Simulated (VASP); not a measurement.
Wanted: the native input for a VASP 6.6.1 run.

```
Task                   : relaxation of volume and atoms at fixed shape
Functional             : LDA
Potentials or basis    : VASP PAW LDA potentials, release 64 (Li_sv, Os)
Cutoff                 : 750 eV
k mesh                 : 5 × 5 × 5
Occupations            : fermi-dirac, width 0.05 eV
Spin                   : no spin polarisation
Dipole correction      : no
Further INCAR settings : ALGO = Normal; EDIFF = 1e-07; IBRION = 2; EDIFFG = -0.03; NSW = 80; ISIF = 8
```

The structure of Li5Os3 lies in POSCAR:

```
Li5Os3
1.0
    0.0000000000      4.1950000000      4.1950000000
    4.1950000000      0.0000000000      4.1950000000
    4.1950000000      4.1950000000      0.0000000000
Li Os
5 3
Direct
    0.0000000000      0.0000000000      0.0000000000
    0.0000000000      0.5000000000      0.0000000000
    0.0000000000      0.5000000000      0.5000000000
    0.5000000000      0.0000000000      0.0000000000
    0.5000000000      0.0000000000      0.5000000000
    0.0000000000      0.0000000000      0.5000000000
    0.5000000000      0.5000000000      0.0000000000
    0.5000000000      0.5000000000      0.5000000000
```

These files were run (other wordings do the same):

INCAR

```
SYSTEM = Li5Os3
  PREC = Accurate
  ENCUT = 750
  EDIFF = 1E-7
  ISMEAR = -1
  SIGMA = 0.05
  LREAL = .FALSE.
  LASPH = .TRUE.
  NELM = 120
  ALGO = Normal
  ISIF = 8
  LWAVE = .FALSE.
  LCHARG = .FALSE.
  GGA = CA
  IBRION = 2
  NSW = 80
  EDIFFG = -0.03
  GGA_COMPAT = .FALSE.
  NELMIN = 4
```

KPOINTS

```
regular mesh
0
G
  5 5 5
  0 0 0
```

Potentials or basis: VASP PAW LDA potentials, release 64 (Li_sv, Os).

Command:

```sh
$ cat potpaw_LDA.64/Li_sv/POTCAR potpaw_LDA.64/Os/POTCAR > POTCAR
$ mpirun -np 1 vasp_std > vasp.out
```

It gave:

```yaml
Relaxed_volume: 11.99 Å³/atom
Relaxed_cell: a = 5.139 Å, b = 5.139 Å, c = 5.139 Å, α = 60.00°, β = 60.00°, γ = 60.00°
Space_group_after_relaxing_to_0.1_Å: I4/mmm (No. 139)
Energy_gained_by_relaxing: 636.0 meV/atom
Ionic_steps: 5
Pressure_after_relaxing: -0.3 GPa
Band_gap_on_the_k_mesh: zero (an odd number of electrons rules out a gap without spin polarisation)
```

Caveat: the volume moved by over 15 % at a fixed basis, so the end points are rough; spin-orbit coupling is left out, which moves the levels of the heavy elements.

Run time: 7.4 min on 1 thread of Intel(R) Xeon(R) 6975P-C (Granite Rapids) (shared host), peak memory 0.38 GiB.
